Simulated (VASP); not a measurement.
# Mn (Cmce) in VASP: single point with PBEsol

Aim: the single point of Mn with PBEsol.

All numbers are computed with VASP 6.6.1; they aren't measurements. Logs are shortened: lines on timing, memory, paths and dates and some standing lists are left out, and cuts for length are marked.

## (1) The cell of the first run

The typed cell holds 4 atoms: a = 4.578 Å, b = 4.578 Å, c = 2.556 Å, α = 90.00°, β = 90.00°, γ = 125.44°.

## (2) Single point, PBEsol

File INCAR:

```
SYSTEM = Mn
PREC = Accurate
ENCUT = 680
EDIFF = 1E-6
ISMEAR = 0
SIGMA = 0.1
LREAL = .FALSE.
LASPH = .TRUE.
NELM = 120
ALGO = Normal
ISIF = 2
LWAVE = .FALSE.
LCHARG = .FALSE.
GGA = PS
NBANDS = 38
GGA_COMPAT = .FALSE.
```

File KPOINTS:

```
Automatic mesh
0
G
  6 6 6
  0 0 0
```

File POSCAR:

```
Mn
1.0
    2.0978833860     -4.0684783189      0.0000000000
    2.0978833860      4.0684783189      0.0000000000
    0.0000000000      0.0000000000      2.5557016306
Mn
4
Direct
    0.6170612858      0.3829387142      0.5004719817
    0.1170612858      0.8829387142      0.9995280183
    0.3829387142      0.6170612858      0.4995280183
    0.8829387142      0.1170612858      0.0004719817
```

Potentials or basis: VASP PAW PBE potentials, release 64 (Mn_sv).

The run is started by

```bash
$ cat potpaw_PBE.64/Mn_sv/POTCAR > POTCAR
$ mpirun -np 1 vasp_std > vasp.out
```

OUTCAR:

```text
SYSTEM = Mn
   PREC = Accurate
   ENCUT = 680
   EDIFF = 1E-6
   ISMEAR = 0
   LREAL = .FALSE.
   LASPH = .TRUE.
   NELM = 120
   ISIF = 2
   GGA = PS

 ion  position               nearest neighbor table
   1  0.617  0.383  0.500-   3 1.91   2 2.46   2 2.46   2 2.46   2 2.46   4 2.51   4 2.51
   2  0.117  0.883  1.000-   4 1.91   1 2.46   1 2.46   1 2.46   1 2.46   3 2.51   3 2.51
   3  0.383  0.617  0.500-   1 1.91   4 2.46   4 2.46   4 2.46   4 2.46   2 2.51   2 2.51
   4  0.883  0.117  0.000-   2 1.91   3 2.46   3 2.46   3 2.46   3 2.46   1 2.51   1 2.51

  LATTYP: Found a base centered orthorhombic cell.
 ALAT       =     4.1957667720
 B/A-ratio  =     1.9393252962
 C/A-ratio  =     0.6091143215

  Lattice vectors:

 A1 = (   2.0978833860,  -4.0684783189,   0.0000000000)
 A2 = (   2.0978833860,   4.0684783189,   0.0000000000)
 A3 = (   0.0000000000,   0.0000000000,   2.5557016306)

Analysis of symmetry for initial positions (statically):
=====================================================================
 Subroutine PRICEL returns:
 Original cell was already a primitive cell.

 Routine SETGRP: Setting up the symmetry group for a
 base centered orthorhombic supercell.

 Subroutine GETGRP returns: Found  8 space group operations
 (whereof  4 operations were pure point group operations)
 out of a pool of  8 trial point group operations.

The static configuration has the point symmetry C_2h.
 The point group associated with its full space group is D_2h.

Analysis of symmetry for dynamics (positions and initial velocities):
=====================================================================
 Subroutine PRICEL returns:
 Original cell was already a primitive cell.

 Routine SETGRP: Setting up the symmetry group for a
 base centered orthorhombic supercell.

 Subroutine GETGRP returns: Found  8 space group operations
 (whereof  4 operations were pure point group operations)
 out of a pool of  8 trial point group operations.

The dynamic configuration has the point symmetry C_2h.
 The point group associated with its full space group is D_2h.

 Subroutine INISYM returns: Found  8 space group operations
 (whereof  4 operations are pure point group operations),
 and found     1 'primitive' translations

----------------------------------------------------------------------------------------

                                     Primitive cell

  volume of cell :      43.6268

  direct lattice vectors                    reciprocal lattice vectors
     2.097883386 -4.068478319  0.000000000     0.238335459 -0.122896071  0.000000000
     2.097883386  4.068478319  0.000000000     0.238335459  0.122896071  0.000000000
     0.000000000  0.000000000  2.555701631     0.000000000  0.000000000  0.391281982

  length of vectors
     4.577513575  4.577513575  2.555701631     0.268155245  0.268155245  0.391281982

  position of ions in fractional coordinates (direct lattice)
     0.617061286  0.382938714  0.500471982
     0.117061286  0.882938714  0.999528018
     0.382938714  0.617061286  0.499528018
     0.882938714  0.117061286  0.000471982

  ion indices of the primitive-cell ions
   primitive index   ion index
                 1           1
                 2           2
                 3           3
                 4           4

----------------------------------------------------------------------------------------

 KPOINTS: Automatic mesh

Automatic generation of k-mesh.
 Grid dimensions read from file:
 generate k-points for:    6    6    6

 Generating k-lattice:

  Cartesian coordinates                     Fractional coordinates (reciprocal lattice)
     0.039722577 -0.020482678  0.000000000     0.166666667  0.000000000  0.000000000
     0.039722577  0.020482678  0.000000000     0.000000000  0.166666667  0.000000000
     0.000000000  0.000000000  0.065213664     0.000000000  0.000000000  0.166666667

  Length of vectors
     0.044692541  0.044692541  0.065213664

  Shift w.r.t. Gamma in fractional coordinates (k-lattice)
     0.000000000  0.000000000  0.000000000

 Subroutine IBZKPT returns following result:
 ===========================================

 Found     52 irreducible k-points:

 Following reciprocal coordinates:
            Coordinates               Weight
  0.000000  0.000000  0.000000      1.000000
  0.166667  0.000000  0.000000      4.000000
  0.333333 -0.000000  0.000000      4.000000
  0.500000 -0.000000  0.000000      2.000000
  0.166667  0.166667  0.000000      2.000000
  0.333333  0.166667  0.000000      4.000000
[... 16 lines left out ...]
  0.333333  0.333333  0.166667      4.000000
  0.500000  0.333333  0.166667      8.000000
 [... further k-points ...]
   k-points           NKPTS =     52   k-points in BZ     NKDIM =     52   number of bands    NBANDS=     38
   number of dos      NEDOS =    301   number of ions     NIONS =      4
   total plane-waves  NPLWV =  38400
   dimension x,y,z NGX =    40 NGY =   40 NGZ =   24
   dimension x,y,z NGXF=    80 NGYF=   80 NGZF=   48
   ions per type =               4
   NGX,Y,Z   is equivalent  to a cutoff of  14.53, 14.53, 15.61 a.u.
   NGXF,Y,Z  is equivalent  to a cutoff of  29.05, 29.05, 31.22 a.u.
 SYSTEM =  Mn
   PREC   = accura    normal or accurate (medium, high low for compatibility)
   ISTART =      0    job   : 0-new  1-cont  2-samecut
   ICHARG =      2    charge: 1-file 2-atom 10-const
   ISPIN  =      1    spin polarized calculation?
   LNONCOLLINEAR =      F non collinear calculations
   LSORBIT =      F    spin-orbit coupling
   LASPH  =      T    aspherical Exc in radial PAW
   ENCUT  =  680.0 eV  49.98 Ry    7.07 a.u.   9.73  9.73  5.43*2*pi/ulx,y,z
   NELM   =    120;   NELMIN=  2; NELMDL= -5     # of ELM steps
   EDIFF  = 0.1E-05   stopping-criterion for ELM
   LREAL  =      F    real-space projection
   EDIFFG = 0.1E-04   stopping-criterion for IOM
   NSW    =      0    number of steps for IOM
   IBRION =     -1    ionic relax: 0-MD 1-quasi-New 2-CG
   NFREE  =      0    steps in history (QN), initial steepest desc. (CG)
   ISIF   =      2    stress and relaxation
   ISYM   =      2    0-nonsym 1-usesym 2-fastsym
   POTIM  = 0.5000    time-step for ionic-motion
   TEBEG  =    0.0;   TEEND  =   0.0 temperature during run
   PSTRESS=    0.0 pullay stress
   NELECT =      60.0000    total number of electrons
   NUPDOWN=      -1.0000    fix difference up-down
   EMIN   =  10.00;   EMAX   =-10.00  energy-range for DOS
   EFERMI =   0.00;   METHOD = LEGACY
   ISMEAR =     0;   SIGMA  =   0.10  broadening in eV -4-tet -1-fermi 0-gaus
   EFERMI_NEDOS =   21; number of points for ismear=-14 and -15
   IALGO  =     38    algorithm
   IMIX   =      4    mixing-type and parameters
     AMIX     =   0.40;   BMIX     =  1.00
     AMIX_MAG =   1.60;   BMIX_MAG =  1.00
  volume/ion in A,a.u.               =      10.91        73.60
  Fermi-wavevector in a.u.,A,eV,Ry     =   1.820570  3.440379 45.096179  3.314476
  Thomas-Fermi vector in A             =   2.877118
   LORBIT       =      0    0 simple, 1 ext, 2 COOP (PROOUT), +10 PAW based schemes
   GGA     = PS    functional components
   LHFCALC =     F    Hartree Fock is set to
   AEXX    =    0.0000 exact exchange contribution
   IVDW    =     0    specifies the selected vdW correction
   LEPSILON=     F    determine dielectric tensor
   LRPA    =     F    only Hartree local field effects (RPA)
 non-spin polarized calculation
 Gauss-broadening in eV      SIGMA  =   0.10
  energy-cutoff  :      680.00
  volume of cell :       43.63
 maximum number of plane-waves:      1771
   NGX = 19   NGY = 19   NGZ = 11

 number of electron      59.9999981 magnetization

 Free energy of the ion-electron system (eV)
  ---------------------------------------------------
  ext. energy  EPLUGINS =         0.00000000
  ---------------------------------------------------
  free energy    TOTEN  =       -37.87672453 eV

  energy without entropy =      -37.85245793  energy(sigma->0) =      -37.86459123

 E-fermi :  13.7239     XC(G=0): -14.1366

 val. band max:       13.7187656661   @ k =   0.5000   0.5000   0.0000
 cond. band min:      13.7245577639   @ k =   0.1667   0.1667   0.3333
 fundamental gap:      0.0057920979
 Fermi energy:        13.7238663878

 k-point     1 :       0.0000    0.0000    0.0000
  band No.  band energies     occupation
      1     -65.5235      2.00000
      2     -65.3612      2.00000
      3     -65.0551      2.00000
      4     -64.9878      2.00000
      5     -35.3745      2.00000
      6     -35.0159      2.00000
[... 30 lines left out ...]
     37      15.8013      0.00000
     38      15.8575      0.00000

 k-point     2 :       0.1667    0.0000    0.0000
  band No.  band energies     occupation
      1     -65.5125      2.00000
      2     -65.3719      2.00000
      3     -65.0509      2.00000
      4     -64.9926      2.00000
      5     -35.3496      2.00000
      6     -35.0392      2.00000
[... 30 lines left out ...]
     37      15.6529      0.00000
     38      15.7459      0.00000

 k-point     3 :       0.3333   -0.0000    0.0000
  band No.  band energies     occupation
      1     -65.4825      2.00000
      2     -65.4013      2.00000
      3     -65.0392      2.00000
      4     -65.0056      2.00000
      5     -35.2824      2.00000
      6     -35.1031      2.00000
[... 30 lines left out ...]
     37      15.2813      0.00000
     38      15.5792      0.00000

 k-point     4 :       0.5000   -0.0000    0.0000
  band No.  band energies     occupation
      1     -65.4417      2.00000
      2     -65.4417      2.00000
      3     -65.0227      2.00000
      4     -65.0227      2.00000
      5     -35.1919      2.00000
      6     -35.1919      2.00000
[... 30 lines left out ...]
     37      15.3469      0.00000
     38      15.3469      0.00000
[... 703 lines left out ...]
      4     -64.9744      2.00000
      5     -35.2891      2.00000
      6     -35.0816      2.00000
[... 30 lines left out ...]
     37      15.9137      0.00000
     38      16.1565      0.00000

 k-point    23 :       0.3333    0.3333    0.1667
  band No.  band energies     occupation
      1     -65.4381      2.00000
      2     -65.4219      2.00000
      3     -65.0596      2.00000
      4     -64.9725      2.00000
      5     -35.2466      2.00000
      6     -35.0903      2.00000
[... 30 lines left out ...]
     37      15.4951      0.00000
     38      16.1132      0.00000

 k-point    24 :       0.5000    0.3333    0.1667
  band No.  band energies     occupation
      1     -65.4593      2.00000
      2     -65.3999      2.00000
      3     -65.0749      2.00000
      4     -64.9577      2.00000
      5     -35.2120      2.00000
      6     -35.1215      2.00000
[... 30 lines left out ...]
     37      16.2630      0.00000
     38      16.4973      0.00000

 [... further k-points ...]

------------------------ aborting loop because EDIFF is reached ----------------------------------------

  FORCE on cell =-STRESS in cart. coord.  units (eV):
  Direction    XX          YY          ZZ          XY          YZ          ZX
  --------------------------------------------------------------------------------------
  -------------------------------------------------------------------------------------
  Total       -0.3011009      0.1323264     -0.3215385      0.0000000      0.0000000      0.0000000
  in kB      -11.0578109      4.8596338    -11.8083740      0.0000000      0.0000000      0.0000000
  external PRESSURE =      -6.0021837 kB  Pullay stress =       0.0000000 kB

 VOLUME and BASIS-vectors are now :
 -----------------------------------------------------------------------------
  energy-cutoff  :      680.00
  volume of cell :       43.63
      direct lattice vectors                 reciprocal lattice vectors
     2.097883386 -4.068478319  0.000000000     0.238335459 -0.122896071  0.000000000
     2.097883386  4.068478319  0.000000000     0.238335459  0.122896071  0.000000000
     0.000000000  0.000000000  2.555701631     0.000000000  0.000000000  0.391281982

 POSITION                                       TOTAL-FORCE (eV/Angst)
 -----------------------------------------------------------------------------------
      2.09788     -0.95252      1.27906         0.000000     -0.158136     -0.000945
      2.09788      3.11596      2.55450         0.000000     -0.158136      0.000945
      2.09788      0.95252      1.27664         0.000000      0.158136      0.000945
      2.09788     -3.11596      0.00121         0.000000      0.158136     -0.000945
 -----------------------------------------------------------------------------------
    total drift:                                0.000000     -0.000000      0.000000

  FREE ENERGIE OF THE ION-ELECTRON SYSTEM (eV)
  ---------------------------------------------------
  free  energy   TOTEN  =       -37.8767245287 eV

  energy  without entropy=      -37.8524579270  energy(sigma->0) =      -37.86459123
```

Run time: 3.5 min. Hardware: 1 thread of Intel Xeon Platinum 8259CL at 2.50GHz (Skylake/Cascade Lake), shared host; peak memory 0.23 GiB.

What came out:

* Free energy: -37.8767 eV
* Pressure: -0.6 GPa
* Largest force: 0.158 eV/Å
* Band gap on the k mesh: zero (bands 30 and 31 overlap by 1.32 eV)

Forces in eV/Å, atoms in the order of the input:
```
Mn   0.000 -0.158 -0.001
Mn   0.000 -0.158  0.001
Mn   0.000  0.158  0.001
Mn   0.000  0.158 -0.001
```

Caveat: the k points lie up to 0.41 Å⁻¹ apart, too coarse for converged energies and pressures of a metal; atoms lie so close that the PAW spheres overlap strongly, which falsifies energies and pressures; the PAW data sets were made with another functional, which shifts forces and pressure a little; the run has no spin polarisation, though such a crystal can be magnetic.
